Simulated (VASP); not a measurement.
# Cl (Cmce) in VASP: a series of runs

The runs below take Cl through single point, with r2SCAN.

Everything below comes from runs of VASP 6.6.1. Logs are shortened: lines on timing, memory, paths and dates and some standing lists are left out, and cuts for length are marked.

**1. The cell of the first run**

Symmetry: Cmce, No. 64, orthorhombic system. The conventional cell has a = 6.528 Å, b = 4.141 Å, c = 8.263 Å, α = 90.00°, β = 90.00°, γ = 90.00°. Cl (site symmetry m) has 1 Cl at 2.01 Å within 2.7 Å.

**2. Single point, r2SCAN**

The input, POSCAR:

```
Cl
1.0
    3.2641758158     -2.0706981641      0.0000000000
    3.2641758158      2.0706981641      0.0000000000
    0.0000000000      0.0000000000      8.2629963814
Cl
4
Direct
    0.8804611252      0.1195388748      0.1059122708
    0.6195388748      0.3804611252      0.6059122708
    0.1195388748      0.8804611252      0.8940877292
    0.3804611252      0.6195388748      0.3940877292
```

The input, INCAR.step1:

```
SYSTEM = Cl
PREC = Accurate
ENCUT = 520
ISMEAR = 0
SIGMA = 0.02
LREAL = .FALSE.
LASPH = .TRUE.
NELM = 60
NBANDS = 22
GGA = PE
ALGO = Normal
EDIFF = 1E-4
LWAVE = .TRUE.
LCHARG = .FALSE.
```

The input, INCAR.step2:

```
SYSTEM = Cl
PREC = Accurate
ENCUT = 520
EDIFF = 1E-7
ISMEAR = 0
SIGMA = 0.02
LREAL = .FALSE.
LASPH = .TRUE.
NELM = 60
ALGO = Normal
ISIF = 2
LWAVE = .FALSE.
LCHARG = .FALSE.
METAGGA = R2SCAN
LMIXTAU = .TRUE.
NBANDS = 22
ISTART = 1
```

The input, KPOINTS:

```
Automatic mesh
0
G
  6 6 4
  0 0 0
```

Potentials or basis: VASP PAW PBE potentials, release 64 (Cl).

Command:

```console
$ cat potpaw_PBE.64/Cl/POTCAR > POTCAR
$ cp INCAR.step1 INCAR
$ mpirun -np 1 vasp_std > vasp.out
$ cp INCAR.step2 INCAR
$ mpirun -np 1 vasp_std > vasp.out
```

OUTCAR:

```text
SYSTEM = Cl
   PREC = Accurate
   ENCUT = 520
   EDIFF = 1E-7
   ISMEAR = 0
   LREAL = .FALSE.
   LASPH = .TRUE.
   NELM = 60
   ISIF = 2
   METAGGA = R2SCAN
   ISTART = 1

 ion  position               nearest neighbor table
   1  0.880  0.120  0.106-   3 2.01
   2  0.620  0.380  0.606-   4 2.01
   3  0.120  0.880  0.894-   1 2.01
   4  0.380  0.620  0.394-   2 2.01

  LATTYP: Found a base centered orthorhombic cell.
 ALAT       =     4.1413963282
 B/A-ratio  =     1.5763648572
 C/A-ratio  =     1.9952199033

  Lattice vectors:

 A1 = (  -3.2641758158,  -2.0706981641,   0.0000000000)
 A2 = (   3.2641758158,  -2.0706981641,   0.0000000000)
 A3 = (   0.0000000000,   0.0000000000,   8.2629963814)

Analysis of symmetry for initial positions (statically):
=====================================================================
 Subroutine PRICEL returns:
 Original cell was already a primitive cell.

 Routine SETGRP: Setting up the symmetry group for a
 base centered orthorhombic supercell.

 Subroutine GETGRP returns: Found  8 space group operations
 (whereof  4 operations were pure point group operations)
 out of a pool of  8 trial point group operations.

The static configuration has the point symmetry C_2h.
 The point group associated with its full space group is D_2h.

Analysis of symmetry for dynamics (positions and initial velocities):
=====================================================================
 Subroutine PRICEL returns:
 Original cell was already a primitive cell.

 Routine SETGRP: Setting up the symmetry group for a
 base centered orthorhombic supercell.

 Subroutine GETGRP returns: Found  8 space group operations
 (whereof  4 operations were pure point group operations)
 out of a pool of  8 trial point group operations.

The dynamic configuration has the point symmetry C_2h.
 The point group associated with its full space group is D_2h.

 Subroutine INISYM returns: Found  8 space group operations
 (whereof  4 operations are pure point group operations),
 and found     1 'primitive' translations

----------------------------------------------------------------------------------------

                                     Primitive cell

  volume of cell :     111.7012

  direct lattice vectors                    reciprocal lattice vectors
     3.264175816 -2.070698164  0.000000000     0.153178024 -0.241464453  0.000000000
     3.264175816  2.070698164  0.000000000     0.153178024  0.241464453  0.000000000
     0.000000000  0.000000000  8.262996381     0.000000000  0.000000000  0.121021474

  length of vectors
     3.865570416  3.865570416  8.262996381     0.285952075  0.285952075  0.121021474

  position of ions in fractional coordinates (direct lattice)
     0.880461125  0.119538875  0.105912271
     0.619538875  0.380461125  0.605912271
     0.119538875  0.880461125  0.894087729
     0.380461125  0.619538875  0.394087729

  ion indices of the primitive-cell ions
   primitive index   ion index
                 1           1
                 2           2
                 3           3
                 4           4

----------------------------------------------------------------------------------------

 KPOINTS: Automatic mesh

Automatic generation of k-mesh.
 Grid dimensions read from file:
 generate k-points for:    6    6    4

 Generating k-lattice:

  Cartesian coordinates                     Fractional coordinates (reciprocal lattice)
     0.025529671 -0.040244076  0.000000000     0.166666667  0.000000000  0.000000000
     0.025529671  0.040244076  0.000000000     0.000000000  0.166666667  0.000000000
     0.000000000  0.000000000  0.030255368     0.000000000  0.000000000  0.250000000

  Length of vectors
     0.047658679  0.047658679  0.030255368

  Shift w.r.t. Gamma in fractional coordinates (k-lattice)
     0.000000000  0.000000000  0.000000000

 Subroutine IBZKPT returns following result:
 ===========================================

 Found     39 irreducible k-points:

 Following reciprocal coordinates:
            Coordinates               Weight
  0.000000  0.000000  0.000000      1.000000
  0.166667 -0.000000  0.000000      4.000000
  0.333333 -0.000000  0.000000      4.000000
  0.500000  0.000000  0.000000      2.000000
  0.166667  0.166667  0.000000      2.000000
  0.333333  0.166667  0.000000      4.000000
[... 16 lines left out ...]
  0.333333  0.333333  0.250000      4.000000
  0.500000  0.333333  0.250000      8.000000
 [... further k-points ...]
   k-points           NKPTS =     39   k-points in BZ     NKDIM =     39   number of bands    NBANDS=     22
   number of dos      NEDOS =    301   number of ions     NIONS =      4
   total plane-waves  NPLWV =  57600
   dimension x,y,z NGX =    30 NGY =   30 NGZ =   64
   dimension x,y,z NGXF=    60 NGYF=   60 NGZF=  128
   ions per type =               4
   NGX,Y,Z   is equivalent  to a cutoff of  12.90, 12.90, 12.88 a.u.
   NGXF,Y,Z  is equivalent  to a cutoff of  25.80, 25.80, 25.75 a.u.
 SYSTEM =  Cl
   PREC   = accura    normal or accurate (medium, high low for compatibility)
   ISTART =      1    job   : 0-new  1-cont  2-samecut
   ICHARG =      0    charge: 1-file 2-atom 10-const
   ISPIN  =      1    spin polarized calculation?
   LNONCOLLINEAR =      F non collinear calculations
   LSORBIT =      F    spin-orbit coupling
   LASPH  =      T    aspherical Exc in radial PAW
   ENCUT  =  520.0 eV  38.22 Ry    6.18 a.u.   7.19  7.19 15.36*2*pi/ulx,y,z
   NELM   =     60;   NELMIN=  2; NELMDL=  0     # of ELM steps
   EDIFF  = 0.1E-06   stopping-criterion for ELM
   LREAL  =      F    real-space projection
   EDIFFG = 0.1E-05   stopping-criterion for IOM
   NSW    =      0    number of steps for IOM
   IBRION =     -1    ionic relax: 0-MD 1-quasi-New 2-CG
   NFREE  =      0    steps in history (QN), initial steepest desc. (CG)
   ISIF   =      2    stress and relaxation
   ISYM   =      2    0-nonsym 1-usesym 2-fastsym
   POTIM  = 0.5000    time-step for ionic-motion
   TEBEG  =    0.0;   TEEND  =   0.0 temperature during run
   PSTRESS=    0.0 pullay stress
   NELECT =      28.0000    total number of electrons
   NUPDOWN=      -1.0000    fix difference up-down
   EMIN   =  10.00;   EMAX   =-10.00  energy-range for DOS
   EFERMI =   0.00;   METHOD = LEGACY
   ISMEAR =     0;   SIGMA  =   0.02  broadening in eV -4-tet -1-fermi 0-gaus
   EFERMI_NEDOS =   21; number of points for ismear=-14 and -15
   IALGO  =     38    algorithm
   IMIX   =      4    mixing-type and parameters
     AMIX     =   0.40;   BMIX     =  1.00
     AMIX_MAG =   1.60;   BMIX_MAG =  1.00
  volume/ion in A,a.u.               =      27.93       188.45
  Fermi-wavevector in a.u.,A,eV,Ry     =   1.032226  1.950625 14.496884  1.065491
  Thomas-Fermi vector in A             =   2.166413
   LORBIT       =      0    0 simple, 1 ext, 2 COOP (PROOUT), +10 PAW based schemes
   METAGGA = R2SCAN    functional components
   LHFCALC =     F    Hartree Fock is set to
   AEXX    =    0.0000 exact exchange contribution
   IVDW    =     0    specifies the selected vdW correction
   LEPSILON=     F    determine dielectric tensor
   LRPA    =     F    only Hartree local field effects (RPA)
 non-spin polarized calculation
 Gauss-broadening in eV      SIGMA  =   0.02
  energy-cutoff  :      520.00
  volume of cell :      111.70
 maximum number of plane-waves:      3032
 NGX is ok and might be reduce to    30
   NGX = 15   NGY = 15   NGZ = 31

 number of electron      27.9999991 magnetization

 Free energy of the ion-electron system (eV)
  ---------------------------------------------------
  ext. energy  EPLUGINS =         0.00000000
  ---------------------------------------------------
  free energy    TOTEN  =       -24.60106675 eV

  energy without entropy =      -24.60106675  energy(sigma->0) =      -24.60106675

 E-fermi :  -0.5154     XC(G=0):  -8.3555

 val. band max:       -0.6393574120   @ k =   0.0000   0.0000   0.0000
 cond. band min:       2.0416136168   @ k =   0.0000   0.0000   0.0000
 fundamental gap:      2.6809710288
 Fermi energy:        -0.5153988995

 k-point     1 :       0.0000    0.0000    0.0000
  band No.  band energies     occupation
      1     -18.1382      2.00000
      2     -17.8528      2.00000
      3     -14.0511      2.00000
      4     -13.2311      2.00000
      5      -6.4356      2.00000
      6      -5.1566      2.00000
[... 14 lines left out ...]
     21      10.8412      0.00000
     22      10.9081      0.00000

 k-point     2 :       0.1667   -0.0000    0.0000
  band No.  band energies     occupation
      1     -18.0794      2.00000
      2     -17.8291      2.00000
      3     -13.9936      2.00000
      4     -13.2872      2.00000
      5      -6.4091      2.00000
      6      -5.2757      2.00000
[... 14 lines left out ...]
     21      10.1434      0.00000
     22      10.9774      0.00000

 k-point     3 :       0.3333   -0.0000    0.0000
  band No.  band energies     occupation
      1     -17.9433      2.00000
      2     -17.7950      2.00000
      3     -13.8430      2.00000
      4     -13.4403      2.00000
      5      -6.3143      2.00000
      6      -5.6375      2.00000
[... 14 lines left out ...]
     21      10.7579      0.00000
     22      11.2126      0.00000

 k-point     4 :       0.5000    0.0000    0.0000
  band No.  band energies     occupation
      1     -17.8253      2.00000
      2     -17.8253      2.00000
      3     -13.6437      2.00000
      4     -13.6437      2.00000
      5      -6.0645      2.00000
      6      -6.0645      2.00000
[... 14 lines left out ...]
     21      11.3770      0.00000
     22      11.3770      0.00000

 k-point     5 :       0.1667    0.1667    0.0000
  band No.  band energies     occupation
      1     -18.0880      2.00000
      2     -17.8147      2.00000
      3     -14.0011      2.00000
      4     -13.2227      2.00000
      5      -6.3911      2.00000
      6      -5.1886      2.00000
[... 417 lines left out ...]
 k-point    22 :      -0.1667    0.1667    0.2500
  band No.  band energies     occupation
      1     -17.9513      2.00000
      2     -17.8363      2.00000
      3     -13.8141      2.00000
      4     -13.4985      2.00000
      5      -6.2244      2.00000
      6      -5.6568      2.00000
[... 14 lines left out ...]
     21      10.4453      0.00000
     22      10.7150      0.00000

 k-point    23 :       0.3333    0.3333    0.2500
  band No.  band energies     occupation
      1     -17.9516      2.00000
      2     -17.7769      2.00000
      3     -13.7988      2.00000
      4     -13.3103      2.00000
      5      -6.1505      2.00000
      6      -5.4350      2.00000
[... 14 lines left out ...]
     21      10.1637      0.00000
     22      10.7000      0.00000

 k-point    24 :       0.5000    0.3333    0.2500
  band No.  band energies     occupation
      1     -17.8915      2.00000
      2     -17.7477      2.00000
      3     -13.7499      2.00000
      4     -13.3580      2.00000
      5      -6.1122      2.00000
      6      -5.5353      2.00000
[... 14 lines left out ...]
     21      10.2707      0.00000
     22      10.9456      0.00000

 [... further k-points ...]
[... 5 lines left out ...]
  --------------------------------------------------------------------------------------
  -------------------------------------------------------------------------------------
  Total       -0.0597527     -0.2382192     -0.6184848      0.0000000      0.0000000      0.0000000
  in kB       -0.8570582     -3.4168785     -8.8711863      0.0000000      0.0000000      0.0000000
  external PRESSURE =      -4.3817076 kB  Pullay stress =       0.0000000 kB

 VOLUME and BASIS-vectors are now :
 -----------------------------------------------------------------------------
  energy-cutoff  :      520.00
  volume of cell :      111.70
      direct lattice vectors                 reciprocal lattice vectors
     3.264175816 -2.070698164  0.000000000     0.153178024 -0.241464453  0.000000000
     3.264175816  2.070698164  0.000000000     0.153178024  0.241464453  0.000000000
     0.000000000  0.000000000  8.262996381     0.000000000  0.000000000  0.121021474

 POSITION                                       TOTAL-FORCE (eV/Angst)
 -----------------------------------------------------------------------------------
      3.26418     -1.57564      0.87515         0.000000     -0.091977     -0.166513
      3.26418     -0.49506      5.00665         0.000000      0.091977     -0.166513
      3.26418      1.57564      7.38784         0.000000      0.091977      0.166513
      3.26418      0.49506      3.25635         0.000000     -0.091977      0.166513
 -----------------------------------------------------------------------------------
    total drift:                                0.000000      0.000000      0.000000

  FREE ENERGIE OF THE ION-ELECTRON SYSTEM (eV)
  ---------------------------------------------------
  free  energy   TOTEN  =       -24.6010667468 eV

  energy  without entropy=      -24.6010667468  energy(sigma->0) =      -24.60106675
```

Wall time 8.6 min (1 thread of Oxide Virtual Turin-like, shared host); peak memory 0.23 GiB.

What came out:

* Free energy: -24.6011 eV
* Pressure: -0.4 GPa
* Largest force: 0.190 eV/Å
* Band gap on the k mesh: 2.68 eV

Forces in eV/Å, atoms in the order of the input:
```
Cl   0.000 -0.092 -0.167
Cl   0.000  0.092 -0.167
Cl   0.000  0.092  0.167
Cl   0.000 -0.092  0.167
```

Stress tensor (GPa, compression positive):
```
-0.09  0.00  0.00
 0.00 -0.34  0.00
 0.00  0.00 -0.89
```

Levels at points of the mesh, in eV from the valence-band top:
| k point | band 11 | band 12 | band 13 | band 14 | band 15 | band 16 | band 17 | band 18 |
| --- | --- | --- | --- | --- | --- | --- | --- | --- |
| (0.00, 0.00, 0.00) | -0.86 | -0.34 | -0.13 | 0.00 | 2.68 | 3.59 | 7.44 | 7.74 |
| (0.50, 0.00, 0.00) | -0.78 | -0.78 | -0.26 | -0.26 | 3.34 | 3.34 | 8.64 | 8.64 |
| (0.50, 0.50, 0.00) | -1.34 | -1.05 | -0.39 | -0.18 | 2.77 | 3.39 | 8.93 | 9.13 |
| (0.00, 0.00, 0.50) | -0.72 | -0.72 | -0.06 | -0.06 | 3.08 | 3.08 | 7.87 | 7.87 |
| (0.50, 0.00, 0.50) | -0.58 | -0.58 | -0.07 | -0.07 | 3.10 | 3.10 | 8.90 | 8.90 |
| (0.50, 0.50, 0.50) | -0.82 | -0.82 | -0.73 | -0.73 | 3.03 | 3.03 | 9.53 | 9.53 |

Caveat: the PAW data sets were made with another functional, which shifts forces and pressure a little. A k mesh can miss the band edges.

[end of part 1 of 2]
